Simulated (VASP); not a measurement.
A run of VASP 6.6.1:

Contents of INCAR:

```
PREC = Accurate ; ENCUT = 600
EDIFF = 1E-6 ; ISMEAR = 0
SIGMA = 0.1 ; LREAL = False
LASPH = True ; NELM = 100
ALGO = Normal ; ISIF = 3
LWAVE = False ; LCHARG = False
GGA = PE ; IBRION = 2
NSW = 90 ; EDIFFG = -0.04
```

Contents of KPOINTS:

```
regular mesh
0
Gamma
  6 6 4
```

File POSCAR:

```
ScS4
1.0
    5.2338585547      0.0000000000      0.0000000000
   -2.6169292774      4.5326544682      0.0000000000
    0.0000000000      0.0000000000      5.0270593601
Sc S
1 4
Direct
    0.0000000000      0.0000000000      0.0000000000
    0.5000000000      0.0000000000      0.0000000000
    0.0000000000      0.5000000000      0.0000000000
    0.5000000000      0.5000000000      0.0000000000
    0.0000000000      0.0000000000      0.5000000000
```

Potentials or basis: VASP PAW PBE potentials, release 64 (Sc_sv, S).

Run with:

```sh
$ cat potpaw_PBE.64/Sc_sv/POTCAR potpaw_PBE.64/S/POTCAR > POTCAR
$ mpirun -np 1 vasp_std > vasp.out
```

Hardware: 1 thread of Intel(R) Xeon(R) 6975P-C (Granite Rapids), on a shared host.

**Question.** How long does it take, and how much memory?

**Answer.** Wall time 54 s on 1 thread of Intel(R) Xeon(R) 6975P-C (Granite Rapids), on a shared host, peak memory 0.28 GiB. Counts: scf iterations 22, k points 21, ion steps 2.
